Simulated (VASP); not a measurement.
# K (Pm-3m) in VASP: further runs

K is run at these levels: PBE; tasks: single point, relaxation of cell and atoms.

Program: VASP 6.6.1. These are calculated values, not measurements. Logs are shortened: lines on timing, memory, paths and dates and some standing lists are left out, and cuts for length are marked.

### Step 1. The cell of the first run

Symmetry: Pm-3m, No. 221, cubic system. Conventional cell: a = 4.158 Å, b = 4.158 Å, c = 4.158 Å, α = 90.00°, β = 90.00°, γ = 90.00°. K (site symmetry m-3m) has 6 K at 4.16 Å within 5.5 Å.

### Step 2. Single point, PBE

INCAR

```
PREC = Accurate
ENCUT = 520
EDIFF = 1E-6
ISMEAR = -1
SIGMA = 0.05
LREAL = False
LASPH = True
NELM = 60
ALGO = Normal
ISIF = 2
LWAVE = False
LCHARG = True
GGA = PE
LELF = True
LVHAR = True
NBANDS = 10
```

KPOINTS

```
Automatic mesh
0
Gamma
  9 9 9
```

POSCAR

```
K
1.0
    4.1580307748      0.0000000000      0.0000000000
    0.0000000000      4.1580307748      0.0000000000
    0.0000000000      0.0000000000      4.1580307748
K
1
Direct
    0.0000000000      0.0000000000      0.0000000000
```

Potentials or basis: VASP PAW PBE potentials, release 64 (K_sv).

Command:

```console
cat potpaw_PBE.64/K_sv/POTCAR > POTCAR
mpirun -np 1 vasp_std > vasp.out
```

OUTCAR:

```text
PREC = Accurate
   ENCUT = 520
   EDIFF = 1E-6
   ISMEAR = -1
   LREAL = False
   LASPH = True
   NELM = 60
   ISIF = 2
   GGA = PE

 ion  position               nearest neighbor table
   1  0.000  0.000  0.000-

  LATTYP: Found a simple cubic cell.
 ALAT       =     4.1580307748

  Lattice vectors:

 A1 = (   4.1580307748,   0.0000000000,   0.0000000000)
 A2 = (   0.0000000000,   4.1580307748,   0.0000000000)
 A3 = (   0.0000000000,   0.0000000000,   4.1580307748)

Analysis of symmetry for initial positions (statically):
=====================================================================
 Subroutine PRICEL returns:
 Original cell was already a primitive cell.

 Routine SETGRP: Setting up the symmetry group for a
 simple cubic supercell.

 Subroutine GETGRP returns: Found 48 space group operations
 (whereof 48 operations were pure point group operations)
 out of a pool of 48 trial point group operations.

The static configuration has the point symmetry O_h .

Analysis of symmetry for dynamics (positions and initial velocities):
=====================================================================
 Subroutine PRICEL returns:
 Original cell was already a primitive cell.

 Routine SETGRP: Setting up the symmetry group for a
 simple cubic supercell.

 Subroutine GETGRP returns: Found 48 space group operations
 (whereof 48 operations were pure point group operations)
 out of a pool of 48 trial point group operations.

The dynamic configuration has the point symmetry O_h .

 Subroutine INISYM returns: Found 48 space group operations
 (whereof 48 operations are pure point group operations),
 and found     1 'primitive' translations

----------------------------------------------------------------------------------------

                                     Primitive cell

  volume of cell :      71.8891

  direct lattice vectors                    reciprocal lattice vectors
     4.158030775  0.000000000  0.000000000     0.240498460  0.000000000  0.000000000
     0.000000000  4.158030775  0.000000000     0.000000000  0.240498460  0.000000000
     0.000000000  0.000000000  4.158030775     0.000000000  0.000000000  0.240498460

  length of vectors
     4.158030775  4.158030775  4.158030775     0.240498460  0.240498460  0.240498460

  position of ions in fractional coordinates (direct lattice)
     0.000000000  0.000000000  0.000000000

  ion indices of the primitive-cell ions
   primitive index   ion index
                 1           1

----------------------------------------------------------------------------------------

 KPOINTS: Automatic mesh

Automatic generation of k-mesh.
 Grid dimensions read from file:
 generate k-points for:    9    9    9

 Generating k-lattice:

  Cartesian coordinates                     Fractional coordinates (reciprocal lattice)
     0.026722051  0.000000000  0.000000000     0.111111111  0.000000000  0.000000000
     0.000000000  0.026722051  0.000000000     0.000000000  0.111111111  0.000000000
     0.000000000  0.000000000  0.026722051     0.000000000  0.000000000  0.111111111

  Length of vectors
     0.026722051  0.026722051  0.026722051

  Shift w.r.t. Gamma in fractional coordinates (k-lattice)
     0.000000000  0.000000000  0.000000000

 Subroutine IBZKPT returns following result:
 ===========================================

 Found     35 irreducible k-points:

 Following reciprocal coordinates:
            Coordinates               Weight
  0.000000  0.000000  0.000000      1.000000
  0.111111  0.000000  0.000000      6.000000
  0.222222  0.000000  0.000000      6.000000
  0.333333  0.000000  0.000000      6.000000
  0.444444  0.000000  0.000000      6.000000
  0.111111  0.111111  0.000000     12.000000
[... 16 lines left out ...]
  0.333333  0.333333  0.111111     24.000000
  0.444444  0.333333  0.111111     48.000000
 [... further k-points ...]
   k-points           NKPTS =     35   k-points in BZ     NKDIM =     35   number of bands    NBANDS=     10
   number of dos      NEDOS =    301   number of ions     NIONS =      1
   total plane-waves  NPLWV =  32768
   dimension x,y,z NGX =    32 NGY =   32 NGZ =   32
   dimension x,y,z NGXF=    64 NGYF=   64 NGZF=   64
   ions per type =               1
   NGX,Y,Z   is equivalent  to a cutoff of  12.79, 12.79, 12.79 a.u.
   NGXF,Y,Z  is equivalent  to a cutoff of  25.59, 25.59, 25.59 a.u.
 SYSTEM =  unknown system
   PREC   = accura    normal or accurate (medium, high low for compatibility)
   ISTART =      0    job   : 0-new  1-cont  2-samecut
   ICHARG =      2    charge: 1-file 2-atom 10-const
   ISPIN  =      1    spin polarized calculation?
   LNONCOLLINEAR =      F non collinear calculations
   LSORBIT =      F    spin-orbit coupling
   LASPH  =      T    aspherical Exc in radial PAW
   ENCUT  =  520.0 eV  38.22 Ry    6.18 a.u.   7.73  7.73  7.73*2*pi/ulx,y,z
   NELM   =     60;   NELMIN=  2; NELMDL= -5     # of ELM steps
   EDIFF  = 0.1E-05   stopping-criterion for ELM
   LREAL  =      F    real-space projection
   EDIFFG = 0.1E-04   stopping-criterion for IOM
   NSW    =      0    number of steps for IOM
   IBRION =     -1    ionic relax: 0-MD 1-quasi-New 2-CG
   NFREE  =      0    steps in history (QN), initial steepest desc. (CG)
   ISIF   =      2    stress and relaxation
   ISYM   =      2    0-nonsym 1-usesym 2-fastsym
   POTIM  = 0.5000    time-step for ionic-motion
   TEBEG  =    0.0;   TEEND  =   0.0 temperature during run
   PSTRESS=    0.0 pullay stress
   NELECT =       9.0000    total number of electrons
   NUPDOWN=      -1.0000    fix difference up-down
   EMIN   =  10.00;   EMAX   =-10.00  energy-range for DOS
   EFERMI =   0.00;   METHOD = LEGACY
   ISMEAR =    -1;   SIGMA  =   0.05  broadening in eV -4-tet -1-fermi 0-gaus
   EFERMI_NEDOS =   21; number of points for ismear=-14 and -15
   IALGO  =     38    algorithm
   IMIX   =      4    mixing-type and parameters
     AMIX     =   0.40;   BMIX     =  1.00
     AMIX_MAG =   1.60;   BMIX_MAG =  1.00
  volume/ion in A,a.u.               =      71.89       485.13
  Fermi-wavevector in a.u.,A,eV,Ry     =   0.818970  1.547629  9.125588  0.670712
  Thomas-Fermi vector in A             =   1.929691
   LORBIT       =      0    0 simple, 1 ext, 2 COOP (PROOUT), +10 PAW based schemes
   GGA     = PE    functional components
   LHFCALC =     F    Hartree Fock is set to
   AEXX    =    0.0000 exact exchange contribution
   IVDW    =     0    specifies the selected vdW correction
   LEPSILON=     F    determine dielectric tensor
   LRPA    =     F    only Hartree local field effects (RPA)
 non-spin polarized calculation
  energy-cutoff  :      520.00
  volume of cell :       71.89
 maximum number of plane-waves:      1959
 NGX is ok and might be reduce to    32
   NGX = 15   NGY = 15   NGZ = 15

 number of electron       9.0000000 magnetization

 Free energy of the ion-electron system (eV)
  ---------------------------------------------------
  ext. energy  EPLUGINS =         0.00000000
  ---------------------------------------------------
  free energy    TOTEN  =        -0.93722779 eV

  energy without entropy =       -0.93093807  energy(sigma->0) =       -0.93408293

 E-fermi :  -0.0450     XC(G=0):  -5.6986

 val. band max:       -0.0965728842   @ k =   0.3333   0.3333   0.1111
 cond. band min:       0.0125302217   @ k =   0.4444   0.2222   0.0000
 fundamental gap:      0.1091031059
 Fermi energy:        -0.0450442427

 k-point     1 :       0.0000    0.0000    0.0000
  band No.  band energies     occupation
      1     -32.3445      2.00000
      2     -15.7737      2.00000
      3     -15.7737      2.00000
      4     -15.7737      2.00000
      5      -2.2335      2.00000
      6       2.8655      0.00000
      7       2.8655      0.00000
      8       6.3373      0.00000
      9       6.3373      0.00000
     10       6.3377      0.00000

 k-point     2 :       0.1111    0.0000    0.0000
  band No.  band energies     occupation
      1     -32.3437      2.00000
      2     -15.7877      2.00000
      3     -15.7725      2.00000
      4     -15.7725      2.00000
      5      -2.1092      2.00000
      6       2.7628      0.00000
      7       2.9261      0.00000
      8       5.8662      0.00000
      9       5.8662      0.00000
     10       6.2784      0.00000

 k-point     3 :       0.2222    0.0000    0.0000
  band No.  band energies     occupation
      1     -32.3418      2.00000
      2     -15.8231      2.00000
      3     -15.7695      2.00000
      4     -15.7695      2.00000
      5      -1.7451      2.00000
      6       2.3092      0.00000
      7       3.0925      0.00000
      8       5.3417      0.00000
      9       5.3417      0.00000
     10       5.9378      0.00000

 k-point     4 :       0.3333    0.0000    0.0000
  band No.  band energies     occupation
      1     -32.3396      2.00000
      2     -15.8629      2.00000
      3     -15.7660      2.00000
      4     -15.7660      2.00000
      5      -1.1652      2.00000
      6       1.4731      0.00000
      7       3.3114      0.00000
      8       4.9610      0.00000
      9       4.9610      0.00000
     10       6.2586      0.00000
[... 222 lines left out ...]
 k-point    22 :       0.4444    0.2222    0.1111
  band No.  band energies     occupation
      1     -32.3347      2.00000
      2     -15.8805      2.00000
      3     -15.8097      2.00000
      4     -15.7730      2.00000
      5       0.1115      0.08372
      6       0.9800      0.00000
      7       3.3986      0.00000
      8       3.8247      0.00000
      9       4.7617      0.00000
     10       5.4340      0.00000

 k-point    23 :       0.3333    0.3333    0.1111
  band No.  band energies     occupation
      1     -32.3339      2.00000
      2     -15.8518      2.00000
      3     -15.8494      2.00000
      4     -15.7718      2.00000
      5      -0.0966      1.47405
      6       2.1372      0.00000
      7       2.4373      0.00000
      8       3.9171      0.00000
      9       4.7531      0.00000
     10       5.2176      0.00000

 k-point    24 :       0.4444    0.3333    0.1111
  band No.  band energies     occupation
      1     -32.3325      2.00000
      2     -15.8754      2.00000
      3     -15.8475      2.00000
      4     -15.7695      2.00000
      5       0.5361      0.00002
      6       1.4390      0.00000
      7       2.7839      0.00000
      8       3.4901      0.00000
      9       4.9170      0.00000
     10       5.1636      0.00000

 [... further k-points ...]

------------------------ aborting loop because EDIFF is reached ----------------------------------------

  FORCE on cell =-STRESS in cart. coord.  units (eV):
  Direction    XX          YY          ZZ          XY          YZ          ZX
  --------------------------------------------------------------------------------------
  -------------------------------------------------------------------------------------
  Total        0.1427670      0.1427670      0.1427670     -0.0000000     -0.0000000      0.0000000
  in kB        3.1818171      3.1818171      3.1818171     -0.0000000     -0.0000000      0.0000000
  external PRESSURE =       3.1818171 kB  Pullay stress =       0.0000000 kB

 VOLUME and BASIS-vectors are now :
 -----------------------------------------------------------------------------
  energy-cutoff  :      520.00
  volume of cell :       71.89
      direct lattice vectors                 reciprocal lattice vectors
     4.158030775  0.000000000  0.000000000     0.240498460  0.000000000  0.000000000
     0.000000000  4.158030775  0.000000000     0.000000000  0.240498460  0.000000000
     0.000000000  0.000000000  4.158030775     0.000000000  0.000000000  0.240498460

 POSITION                                       TOTAL-FORCE (eV/Angst)
 -----------------------------------------------------------------------------------
      0.00000      0.00000      0.00000         0.000000      0.000000      0.000000
 -----------------------------------------------------------------------------------
    total drift:                                0.000000     -0.000000      0.000000

  FREE ENERGIE OF THE ION-ELECTRON SYSTEM (eV)
  ---------------------------------------------------
  free  energy   TOTEN  =        -0.9372277873 eV

  energy  without entropy=       -0.9309380741  energy(sigma->0) =       -0.93408293
```

Wall time 14 s (1 thread of Intel Xeon Platinum 8259CL at 2.50GHz (Skylake/Cascade Lake), shared host); peak memory 0.17 GiB.

Results:

* Free energy: -0.9372 eV
* Pressure: 0.3 GPa

Levels at points of the mesh, in eV from the Fermi level:
```
           k point  band 1  band 2  band 3  band 4  band 5  band 6  band 7  band 8  band 9  band 10
(0.00, 0.00, 0.00)  -32.30  -15.73  -15.73  -15.73   -2.19    2.91    2.91    6.38    6.38     6.38
```

### Step 3. Relaxation of cell and atoms, PBE, target pressure 0.33 GPa, at which the enthalpy is minimised

INCAR

```
SYSTEM = K
PREC     = Accurate       ! precision mode
ENCUT    = 600            ! plane-wave cutoff, eV
EDIFF    = 1E-6           ! SCF threshold, eV
ISMEAR   = -1             ! smearing method
SIGMA    = 0.05           ! smearing width, eV
LREAL    = .False.        ! projectors in reciprocal space
LASPH    = .True.         ! aspherical terms in the spheres
NELM     = 100            ! most SCF steps
ALGO     = Normal         ! electronic algorithm
ISIF     = 3              ! what is computed and relaxed
LWAVE    = .False.        ! write WAVECAR
LCHARG   = .False.        ! write CHGCAR
GGA      = PE             ! functional
IBRION   = 2              ! ionic algorithm
NSW      = 32             ! ionic steps
EDIFFG   = -0.005         ! ionic threshold
PSTRESS  = 3.3000000000000003
```

KPOINTS

```
regular mesh
0
Gamma
  9 9 9
  0 0 0
```

POSCAR is that of step 2.

Potentials or basis: VASP PAW PBE potentials, release 64 (K_sv).

Command:

```console
cat potpaw_PBE.64/K_sv/POTCAR > POTCAR
mpirun -np 1 vasp_std > vasp.out
```

Wall time 23 s (1 thread of Intel Xeon Platinum 8259CL at 2.50GHz (Skylake/Cascade Lake), shared host); peak memory 0.2 GiB.

It converged, with:

| Quantity | Value |
| --- | --- |
| Free energy | -0.9373 eV |
| Pressure after relaxing | 0.3 GPa |

Final structure:
```
K
1.0
     4.15803    0.00000    0.00000
     0.00000    4.15803    0.00000
     0.00000    0.00000    4.15803
K
1
Direct
  0.00000 0.00000 0.00000
```

Levels at points of the mesh, in eV from the Fermi level:
```csv
k point,band 3,band 4,band 5,band 6,band 7,band 8
"(0.00, 0.00, 0.00)",-15.73,-15.73,-2.19,2.91,2.91,6.38
```

Caveat: the relaxation stopped at its first step, so nothing moved; the cell is relaxed towards a set pressure, so the enthalpy falls and the energy may rise.

### Step 4. Relaxation of cell and atoms, PBE, target pressure 0.33 GPa, at which the enthalpy is minimised

This run uses another cell than the first one, of 73.03 Å³/atom, 1.016 times its volume.

INCAR

```
ALGO = Normal ; EDIFF = 1E-6
EDIFFG = -0.005 ; ENCUT = 600
GGA = PE ; IBRION = 2
ISIF = 3 ; ISMEAR = -1
LASPH = True ; LCHARG = False
LREAL = False ; LWAVE = False
NELM = 80 ; NSW = 60
PREC = Accurate ; PSTRESS = 3.3000000000000003
SIGMA = 0.05
```

KPOINTS

```
k-points
0
Gamma
  9 9 9
```

POSCAR

```
K
1.0
    4.1799894080      0.0000000000      0.0000000000
    0.0000000000      4.1799894080      0.0000000000
    0.0000000000      0.0000000000      4.1799894080
K
1
Direct
    0.0000000000      0.0000000000      0.0000000000
```

Command:

```console
cat potpaw_PBE.64/K_sv/POTCAR > POTCAR
mpirun -np 1 vasp_std > vasp.out
```

Wall time 53 s (1 thread of Intel Xeon Platinum 8259CL at 2.50GHz (Skylake/Cascade Lake), shared host); peak memory 0.21 GiB.

It converged, with:

* Free energy: -0.9374 eV
* Relaxed volume: 71.93 Å³/atom
* Relaxed cell: a = 4.159 Å, b = 4.159 Å, c = 4.159 Å, α = 90.00°, β = 90.00°, γ = 90.00°
* Space group after relaxing (to 0.05 Å): Pm-3m (No. 221)
* Energy change on relaxing (the enthalpy is what falls): +2.1 meV/atom
* Ionic steps: 3
* Pressure after relaxing: 0.3 GPa

Step by step:
```csv
step,energy change (eV),largest force (eV/Å),pressure (GPa),volume (Å³)
1,0.0000,0.0000,0.27,73.03
2,0.0005,0.0000,0.28,72.73
3,0.0021,0.0000,0.33,71.93
```

Final structure:
```
CELL_PARAMETERS angstrom
4.15881 0.00000 0.00000
0.00000 4.15881 0.00000
0.00000 0.00000 4.15881
ATOMIC_POSITIONS crystal
K 0.00000 0.00000 0.00000
```

Levels at points of the mesh, in eV from the Fermi level:
```csv
k point,band 2,band 3,band 4,band 5,band 6,band 7,band 8
"(0.00, 0.00, 0.00)",-15.73,-15.73,-15.73,-2.19,2.91,2.91,6.38
```

Caveat: the cell is relaxed towards a set pressure, so the enthalpy falls and the energy may rise.

### Step 5. The runs side by side

```tsv
task	cell	cutoff (eV)	gap on the mesh (eV)	pressure (GPa)
single point	a = 4.158 Å, 1 atom	520	none	0.3
relaxation of cell and atoms	relaxed to 0.33 GPa from a = 4.158 Å, 1 atom	600	none	0.3
relaxation of cell and atoms	relaxed to 0.33 GPa from a = 4.180 Å, 1 atom	600	none	0.3
```

Alike in all rows: level PBE; potentials or basis VASP PAW PBE potentials, release 64 (K_sv); no spin polarisation; k mesh 9 × 9 × 9; smearing fermi-dirac 0.05 eV.

Caveats: the cell is relaxed towards a set pressure, so the enthalpy falls and the energy may rise (some runs); the relaxation stopped at its first step, so nothing moved (some runs).

Absolute energies hang on the potentials; compare differences alone.
